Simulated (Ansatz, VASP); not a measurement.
KNi: VASP beside Ansatz

```
CELL_PARAMETERS angstrom
1.72375 -2.55610 0.00000
1.72375 2.55610 0.00000
0.00000 0.00000 4.92302
ATOMIC_POSITIONS crystal
K 0.50000 0.50000 0.50000
Ni 0.00000 0.00000 0.00000
```

Change from the starting cell: volume scaled by 1.04.

Alike in both runs: task single point; functional PBE; k mesh 9 × 9 × 6; occupations fermi-dirac, width 0.05 eV; collinear spin.

```csv
,VASP,Ansatz
version,VASP 6.6.1,Ansatz 0.2.0
potentials or method,"VASP PAW PBE potentials, release 64 (K_sv, Ni), cutoff 520 eV","all-electron LAPW, scalar-relativistic"
```

```tsv
	VASP	Ansatz	Ansatz less VASP
gap on the k mesh at the Fermi level (eV)	none	none	-
pressure (GPa)	0.8	0.6	-0.23
traceless stress, the component that is largest in VASP (GPa)	-3.27	-3.34	-0.063
net moment per atom (μB)	0.04	0.05	+0.005
size of the moment on the site where the two differ most (μB)	0.11	0.12	+0.009
```

Site moments also hang on the region over which each program counts them. A gap of «none» marks a metal or a gap that the smearing closes. Ansatz ran all-electron here, and VASP with PAW potentials.
